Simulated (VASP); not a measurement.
# S (P6_3/mmc) in VASP: notebook

Runs on S. Level: PBE. Tasks: single point, relaxation of cell and atoms.

Program: VASP 6.6.1. These are calculated values, not measurements. Logs are shortened: lines on timing, memory, paths and dates and some standing lists are left out, and cuts for length are marked.

## Step 1: The cell of the first run

It takes space group P6_3/mmc (No. 194, hexagonal). The conventional cell has a = 3.319 Å, b = 3.319 Å, c = 3.546 Å, α = 90.00°, β = 90.00°, γ = 120.00°. S (site symmetry -6m2) has 12 S at 2.61 to 3.32 Å within 3.4 Å.

## Step 2: Single point, PBE

INCAR

```
ALGO     = Normal         # electronic algorithm
EDIFF    = 1E-7           # SCF threshold, eV
ENCUT    = 520            # plane-wave cutoff, eV
GGA      = PE             # functional
ISIF     = 2              # what is computed and relaxed
ISMEAR   = -1             # smearing method
LASPH    = True           # aspherical terms in the spheres
LCHARG   = False          # write CHGCAR
LREAL    = False          # projectors in reciprocal space
LWAVE    = False          # write WAVECAR
NBANDS   = 13             # bands
NELM     = 100            # most SCF steps
PREC     = Accurate       # precision mode
SIGMA    = 0.05           # smearing width, eV
```

KPOINTS

```
k-points
0
Gamma
  9 9 5
```

POSCAR

```
S
1.0
    3.3190022047      0.0000000000      0.0000000000
   -1.6595011024      2.8743402245      0.0000000000
    0.0000000000      0.0000000000      3.5462996631
S
2
Direct
    0.3333333333      0.6666666667      0.2500000000
    0.6666666667      0.3333333333      0.7500000000
```

Potentials or basis: VASP PAW PBE potentials, release 64 (S).

Command:

```bash
$ cat potpaw_PBE.64/S/POTCAR > POTCAR
$ mpirun -np 1 vasp_std > vasp.out
```

OUTCAR:

```text
EDIFF = 1E-7
   ENCUT = 520
   GGA = PE
   ISIF = 2
   ISMEAR = -1
   LASPH = True
   LREAL = False
   NELM = 100
   PREC = Accurate

 ion  position               nearest neighbor table
   1  0.333  0.667  0.250-   2 2.61   2 2.61   2 2.61   2 2.61   2 2.61   2 2.61
   2  0.667  0.333  0.750-   1 2.61   1 2.61   1 2.61   1 2.61   1 2.61   1 2.61

  LATTYP: Found a hexagonal cell.
 ALAT       =     3.3190022047
 C/A-ratio  =     1.0684836720

  Lattice vectors:

 A1 = (   3.3190022047,   0.0000000000,   0.0000000000)
 A2 = (  -1.6595011024,   2.8743402245,   0.0000000000)
 A3 = (   0.0000000000,   0.0000000000,   3.5462996631)

Analysis of symmetry for initial positions (statically):
=====================================================================
 Subroutine PRICEL returns:
 Original cell was already a primitive cell.

 Routine SETGRP: Setting up the symmetry group for a
 hexagonal supercell.

 Subroutine GETGRP returns: Found 24 space group operations
 (whereof 12 operations were pure point group operations)
 out of a pool of 24 trial point group operations.

The static configuration has the point symmetry D_3d.
 The point group associated with its full space group is D_6h.

Analysis of symmetry for dynamics (positions and initial velocities):
=====================================================================
 Subroutine PRICEL returns:
 Original cell was already a primitive cell.

 Routine SETGRP: Setting up the symmetry group for a
 hexagonal supercell.

 Subroutine GETGRP returns: Found 24 space group operations
 (whereof 12 operations were pure point group operations)
 out of a pool of 24 trial point group operations.

The dynamic configuration has the point symmetry D_3d.
 The point group associated with its full space group is D_6h.

 Subroutine INISYM returns: Found 24 space group operations
 (whereof 12 operations are pure point group operations),
 and found     1 'primitive' translations

----------------------------------------------------------------------------------------

                                     Primitive cell

  volume of cell :      33.8315

  direct lattice vectors                    reciprocal lattice vectors
     3.319002205  0.000000000  0.000000000     0.301295371  0.173952963  0.000000000
    -1.659501102  2.874340225  0.000000000     0.000000000  0.347905927  0.000000000
     0.000000000  0.000000000  3.546299663     0.000000000  0.000000000  0.281984066

  length of vectors
     3.319002205  3.319002205  3.546299663     0.347905927  0.347905927  0.281984066

  position of ions in fractional coordinates (direct lattice)
     0.333333333  0.666666667  0.250000000
     0.666666667  0.333333333  0.750000000

  ion indices of the primitive-cell ions
   primitive index   ion index
                 1           1
                 2           2

----------------------------------------------------------------------------------------

 KPOINTS: k-points

Automatic generation of k-mesh.
 Grid dimensions read from file:
 generate k-points for:    9    9    5

 Generating k-lattice:

  Cartesian coordinates                     Fractional coordinates (reciprocal lattice)
     0.033477263  0.019328107  0.000000000     0.111111111  0.000000000  0.000000000
     0.000000000  0.038656214  0.000000000     0.000000000  0.111111111  0.000000000
     0.000000000  0.000000000  0.056396813     0.000000000  0.000000000  0.200000000

  Length of vectors
     0.038656214  0.038656214  0.056396813

  Shift w.r.t. Gamma in fractional coordinates (k-lattice)
     0.000000000  0.000000000  0.000000000

 Subroutine IBZKPT returns following result:
 ===========================================

 Found     36 irreducible k-points:

 Following reciprocal coordinates:
            Coordinates               Weight
  0.000000  0.000000  0.000000      1.000000
  0.111111  0.000000  0.000000      6.000000
  0.222222 -0.000000  0.000000      6.000000
  0.333333  0.000000  0.000000      6.000000
  0.444444 -0.000000  0.000000      6.000000
[... 42 lines left out ...]
  ext. energy  EPLUGINS =         0.00000000
  ---------------------------------------------------
  free energy    TOTEN  =        -6.55308004 eV

  energy without entropy =       -6.54177184  energy(sigma->0) =       -6.54742594

 E-fermi :   6.8646     XC(G=0): -10.7039

 val. band max:        6.8568373209   @ k =   0.2222   0.2222   0.0000
 cond. band min:       6.9386202404   @ k =   0.2222   0.1111   0.0000
 fundamental gap:      0.0817829196
 Fermi energy:         6.8645644252

 k-point     1 :       0.0000    0.0000    0.0000
  band No.  band energies     occupation
      1      -9.8689      2.00000
      2      -2.2607      2.00000
      3       1.3945      2.00000
      4       4.5129      2.00000
      5       4.5129      2.00000
      6       7.8044      0.00000
      7       7.8044      0.00000
      8      10.6271      0.00000
      9      11.2455      0.00000
     10      16.1265      0.00000
     11      17.5258      0.00000
     12      17.5258      0.00000
     13      18.5784      0.00000

 k-point     2 :       0.1111    0.0000    0.0000
  band No.  band energies     occupation
      1      -9.6986      2.00000
      2      -2.4393      2.00000
      3       1.5575      2.00000
      4       4.0122      2.00000
      5       4.1956      2.00000
      6       7.5414      0.00000
      7       8.1356      0.00000
      8      10.1161      0.00000
      9      11.8894      0.00000
     10      15.7918      0.00000
     11      17.6169      0.00000
     12      18.0187      0.00000
     13      18.1927      0.00000

 k-point     3 :       0.2222   -0.0000    0.0000
  band No.  band energies     occupation
      1      -9.1999      2.00000
      2      -3.0464      2.00000
      3       2.0347      2.00000
      4       3.2048      2.00000
      5       3.5886      2.00000
      6       6.9470      0.32230
      7       8.7235      0.00000
      8       8.8942      0.00000
      9      12.7291      0.00000
     10      15.2860      0.00000
     11      17.4613      0.00000
     12      18.1781      0.00000
     13      18.4809      0.00000
[... 305 lines left out ...]
 k-point    23 :       0.3333    0.2222    0.2000
  band No.  band energies     occupation
      1      -6.7945      2.00000
      2      -5.3317      2.00000
      3       0.9347      2.00000
      4       1.7025      2.00000
      5       3.0548      2.00000
      6       6.8063      1.52487
      7       7.2197      0.00164
      8       8.8130      0.00000
      9      14.3330      0.00000
     10      15.9309      0.00000
     11      17.1885      0.00000
     12      18.7786      0.00000
     13      20.3445      0.00000

 k-point    24 :       0.3333    0.3333    0.2000
  band No.  band energies     occupation
      1      -6.0267      2.00000
      2      -6.0267      2.00000
      3       0.6791      2.00000
      4       2.2774      2.00000
      5       2.2774      2.00000
      6       6.4550      1.99945
      7       8.1769      0.00000
      8       8.1769      0.00000
      9      15.6617      0.00000
     10      16.0181      0.00000
     11      17.1384      0.00000
     12      17.1384      0.00000
     13      22.0392      0.00000

 [... further k-points ...]
[... 5 lines left out ...]
  --------------------------------------------------------------------------------------
  -------------------------------------------------------------------------------------
  Total       -0.0186955     -0.0186955     -0.0270769      0.0000000      0.0000000      0.0000000
  in kB       -0.8853745     -0.8853745     -1.2822954      0.0000000      0.0000000      0.0000000
  external PRESSURE =      -1.0176815 kB  Pullay stress =       0.0000000 kB

 VOLUME and BASIS-vectors are now :
 -----------------------------------------------------------------------------
  energy-cutoff  :      520.00
  volume of cell :       33.83
      direct lattice vectors                 reciprocal lattice vectors
     3.319002205  0.000000000  0.000000000     0.301295371  0.173952963  0.000000000
    -1.659501102  2.874340225  0.000000000     0.000000000  0.347905927  0.000000000
     0.000000000  0.000000000  3.546299663     0.000000000  0.000000000  0.281984066

 POSITION                                       TOTAL-FORCE (eV/Angst)
 -----------------------------------------------------------------------------------
     -0.00000      1.91623      0.88657        -0.000000      0.000000      0.000000
      1.65950      0.95811      2.65972         0.000000     -0.000000      0.000000
 -----------------------------------------------------------------------------------
    total drift:                               -0.000000      0.000000     -0.000000

  FREE ENERGIE OF THE ION-ELECTRON SYSTEM (eV)
  ---------------------------------------------------
  free  energy   TOTEN  =        -6.5530800387 eV

  energy  without entropy=       -6.5417718414  energy(sigma->0) =       -6.54742594
```

Wall time 7.8 s (1 thread of AMD EPYC 9R45 (Zen 5), shared host); peak memory 0.12 GiB.

Results:

```yaml
Free_energy: -6.5531 eV
Pressure: -0.1 GPa
Band_gap_on_the_k_mesh: zero (band 6 reaches 7.80 eV, above the bottom of band 7 at 5.45 eV)
```

## Step 3: Single point, PBE

This run uses another cell than the first one, of 17.08 Å³/atom, 1.010 times its volume.

INCAR

```
SYSTEM = S
PREC     = Accurate       ! precision mode
ENCUT    = 520            ! plane-wave cutoff, eV
EDIFF    = 1E-6           ! SCF threshold, eV
ISMEAR   = -1             ! smearing method
SIGMA    = 0.05           ! smearing width, eV
LREAL    = .False.        ! projectors in reciprocal space
LASPH    = .True.         ! aspherical terms in the spheres
NELM     = 60             ! most SCF steps
ALGO     = Normal         ! electronic algorithm
ISIF     = 2              ! what is computed and relaxed
LWAVE    = .False.        ! write WAVECAR
LCHARG   = .False.        ! write CHGCAR
GGA      = PE             ! functional
NBANDS   = 13             ! bands
```

KPOINTS

```
Automatic mesh
0
Gamma
  8 8 6
  0 0 0
```

POSCAR

```
S
1.0
    3.3514047781      0.0000000000      0.0000000000
   -1.6757023890      2.9024016762      0.0000000000
    0.0000000000      0.0000000000      3.5111971358
S
2
Direct
    0.3333333333      0.6666666667      0.2500000000
    0.6666666667      0.3333333333      0.7500000000
```

Potentials or basis: VASP PAW PBE potentials, release 64 (S).

Command:

```bash
$ cat potpaw_PBE.64/S/POTCAR > POTCAR
$ mpirun -np 1 vasp_std > vasp.out
```

It took 7.5 s on 1 thread of AMD EPYC 9R45 (Zen 5), shared host; peak memory 0.12 GiB.

The run converged. Its results:

```
Free energy            : -6.5517 eV
Pressure               : -0.1 GPa
Band gap on the k mesh : zero (band 6 reaches 7.60 eV, above the bottom of band 7 at 5.89 eV)
```

Levels at points of the mesh, in eV from the Fermi level:
| k point | band 2 | band 3 | band 4 | band 5 | band 6 | band 7 | band 8 | band 9 | band 10 | band 11 |
| --- | --- | --- | --- | --- | --- | --- | --- | --- | --- | --- |
| (0.00, 0.00, 0.00) | -9.09 | -5.31 | -2.53 | -2.53 | 0.83 | 0.83 | 3.64 | 4.28 | 9.06 | 10.63 |
| (0.50, 0.00, 0.00) | -12.28 | -4.24 | -4.20 | -3.04 | -0.78 | -0.56 | 2.44 | 4.15 | 9.62 | 10.58 |
| (0.00, 0.00, 0.50) | -14.20 | -0.72 | -0.72 | -0.72 | -0.72 | -0.57 | -0.57 | 8.29 | 8.29 | 8.29 |
| (0.50, 0.00, 0.50) | -12.60 | -6.95 | -6.95 | -1.88 | -1.88 | 1.25 | 1.25 | 9.54 | 9.54 | 14.51 |

## Step 4: Relaxation of cell and atoms, PBE

This run uses another cell than the first one, of 18.52 Å³/atom, 1.095 times its volume.

INCAR

```
ALGO = Normal ; EDIFF = 1E-7
EDIFFG = -0.01 ; ENCUT = 600
GGA = PE ; IBRION = 2
ISIF = 3 ; ISMEAR = -1
LASPH = True ; LCHARG = False
LREAL = False ; LWAVE = False
NELM = 60 ; NSW = 80
PREC = Accurate ; SIGMA = 0.05
```

KPOINTS

```
k-points
0
Gamma
  9 9 5
```

POSCAR

```
S
1.0
    2.9700000000      0.0000000000      0.0000000000
   -1.4850000000      2.5720954492      0.0000000000
    0.0000000000      0.0000000000      4.8500100000
S
2
Direct
    0.3333333333      0.6666666667      0.2500000000
    0.6666666667      0.3333333333      0.7500000000
```

Command:

```bash
$ cat potpaw_PBE.64/S/POTCAR > POTCAR
$ mpirun -np 1 vasp_std > vasp.out
```

Run time: 73 s. Hardware: 1 thread of AMD EPYC 9R45 (Zen 5), shared host; peak memory 0.13 GiB.

It converged, with:

```
Free energy                            : -6.5525 eV
Relaxed volume                         : 16.87 Å³/atom
Relaxed cell                           : a = 3.314 Å, b = 3.314 Å, c = 3.547 Å, α = 90.00°, β = 90.00°, γ = 120.00°
Space group after relaxing (to 0.05 Å) : P6_3/mmc (No. 194)
Energy gained by relaxing              : 513.7 meV/atom
Ionic steps                            : 19
Pressure after relaxing                : 0.0 GPa
Band gap on the k mesh                 : zero (band 6 reaches 7.85 eV, above the bottom of band 7 at 5.48 eV)
```

The path:
```
step  energy change (eV)  largest force (eV/Å)  pressure (GPa)  volume (Å³)
   1              0.0000                0.0000           -8.63        37.05
   2             -0.2111                0.0000           -0.16        31.93
   3             -0.2179                0.0000            1.90        31.16
   4             -0.3824                0.0000            3.58        30.49
   5             -0.7227                0.0000           20.30        27.76
   6             -0.7066                0.0000            9.55        29.16
   7             -0.7800                0.0000           15.05        28.35
   8             -0.8256                0.0000           14.55        28.65
   9             -0.8512                0.0000           14.31        29.42
  10             -0.9162                0.0000           10.74        30.29
  11             -1.0179                0.0000            2.58        32.98
  12             -1.0263                0.0000            0.42        33.95
  13             -1.0265                0.0000            0.02        34.14
  14             -1.0266                0.0000            0.00        34.13
  15             -1.0268                0.0000           -0.03        34.09
  16             -1.0271                0.0000           -0.11        34.00
  17             -1.0272                0.0000           -0.25        33.82
  18             -1.0273                0.0000           -0.21        33.89
  19             -1.0273                0.0000            0.04        33.73
```

Final structure:
```cif
data_structure
_symmetry_space_group_name_H-M 'P 1'
_symmetry_Int_Tables_number 1
_cell_length_a 3.3135
_cell_length_b 3.3135
_cell_length_c 3.5474
_cell_angle_alpha 90.000
_cell_angle_beta 90.000
_cell_angle_gamma 120.000
_cell_volume 33.73
loop_
_atom_site_label
_atom_site_type_symbol
_atom_site_fract_x
_atom_site_fract_y
_atom_site_fract_z
_atom_site_occupancy
S1 S 0.33333 0.66667 0.25000 1
S2 S 0.66667 0.33333 0.75000 1
```

Levels at points of the mesh, in eV from the Fermi level:
```csv
k point,band 3,band 4,band 5,band 6,band 7,band 8,band 9,band 10
"(0.00, 0.00, 0.00)",-5.50,-2.34,-2.34,0.95,0.95,3.78,4.38,9.29
```

## Step 5: Relaxation of cell and atoms, PBE

INCAR

```
PREC = Accurate ; ENCUT = 600
EDIFF = 1E-7 ; ISMEAR = -1
SIGMA = 0.05 ; LREAL = F
LASPH = T ; NELM = 80
ALGO = Normal ; ISIF = 3
LWAVE = F ; LCHARG = F
GGA = PE ; IBRION = 2
NSW = 80 ; EDIFFG = -0.01
```

KPOINTS

```
regular mesh
0
Gamma
  8 8 6
```

POSCAR

```
S
1.0
    3.3190022047      0.0000000000      0.0000000000
   -1.6595011024      2.8743402245      0.0000000000
    0.0000000000      0.0000000000      3.5462996631
S
2
Direct
    0.3333333333      0.6666666667      0.2500000000
    0.6666666667      0.3333333333      0.7500000000
```

Command:

```bash
$ cat potpaw_PBE.64/S/POTCAR > POTCAR
$ mpirun -np 1 vasp_std > vasp.out
```

Wall time 22 s (1 thread of AMD EPYC 9R45 (Zen 5), shared host); peak memory 0.12 GiB.

The run converged. Its results:

| Quantity | Value |
| --- | --- |
| Free energy | -6.5520 eV |
| Relaxed volume | 17.06 Å³/atom |
| Relaxed cell | a = 3.350 Å, b = 3.350 Å, c = 3.511 Å, α = 90.00°, β = 90.00°, γ = 120.00° |
| Space group after relaxing (to 0.05 Å) | P6_3/mmc (No. 194) |
| Energy gained by relaxing | 1.7 meV/atom |
| Ionic steps | 5 |
| Pressure after relaxing | 0.0 GPa |
| Band gap on the k mesh | zero (band 6 reaches 7.62 eV, above the bottom of band 7 at 5.91 eV) |

Step by step:
```
step  energy change (eV)  largest force (eV/Å)  pressure (GPa)  volume (Å³)
   1              0.0000                0.0000            0.15        33.83
   2             -0.0029                0.0000            0.30        33.91
   3             -0.0032                0.0000            0.37        33.94
   4             -0.0034                0.0000           -0.13        34.17
   5             -0.0034                0.0000            0.00        34.11
```

Final structure:
```cif
data_structure
_symmetry_space_group_name_H-M 'P 1'
_symmetry_Int_Tables_number 1
_cell_length_a 3.3495
_cell_length_b 3.3495
_cell_length_c 3.5107
_cell_angle_alpha 90.000
_cell_angle_beta 90.000
_cell_angle_gamma 120.000
_cell_volume 34.11
loop_
_atom_site_label
_atom_site_type_symbol
_atom_site_fract_x
_atom_site_fract_y
_atom_site_fract_z
_atom_site_occupancy
S1 S 0.33333 0.66667 0.25000 1
S2 S 0.66667 0.33333 0.75000 1
```

Levels at points of the mesh, in eV from the Fermi level:
```tsv
k point	band 2	band 3	band 4	band 5	band 6	band 7	band 8	band 9	band 10
(0.00, 0.00, 0.00)	-9.09	-5.32	-2.53	-2.53	0.83	0.83	3.65	4.28	9.07
(0.50, 0.00, 0.00)	-12.29	-4.25	-4.20	-3.05	-0.78	-0.56	2.44	4.15	9.62
(0.00, 0.00, 0.50)	-14.21	-0.72	-0.72	-0.72	-0.72	-0.56	-0.56	8.28	8.28
(0.50, 0.00, 0.50)	-12.61	-6.96	-6.96	-1.88	-1.88	1.25	1.25	9.54	9.54
```

## Step 6: Overview

| task | cell | k mesh | cutoff (eV) | gap on the mesh (eV) | pressure (GPa) | relaxed volume (Å³/atom) |
| --- | --- | --- | --- | --- | --- | --- |
| single point | a = 3.319, b = 3.319, c = 3.546 Å, angles 90.0, 90.0, 120.0°, 2 atoms | 9 × 9 × 5 | 520 | none | -0.1 | - |
| single point | a = 3.351, b = 3.351, c = 3.511 Å, angles 90.0, 90.0, 120.0°, 2 atoms | 8 × 8 × 6 | 520 | none | -0.1 | - |
| relaxation of cell and atoms | relaxed from a = 2.970, b = 2.970, c = 4.850 Å, angles 90.0, 90.0, 120.0°, 2 atoms | 9 × 9 × 5 | 600 | none | 0.0 | 16.87 |
| relaxation of cell and atoms | relaxed from a = 3.319, b = 3.319, c = 3.546 Å, angles 90.0, 90.0, 120.0°, 2 atoms | 8 × 8 × 6 | 600 | none | 0.0 | 17.06 |

Alike in all rows: level PBE; potentials or basis VASP PAW PBE potentials, release 64 (S); no spin polarisation; smearing fermi-dirac 0.05 eV.

Absolute energies hang on the potentials; compare differences alone.
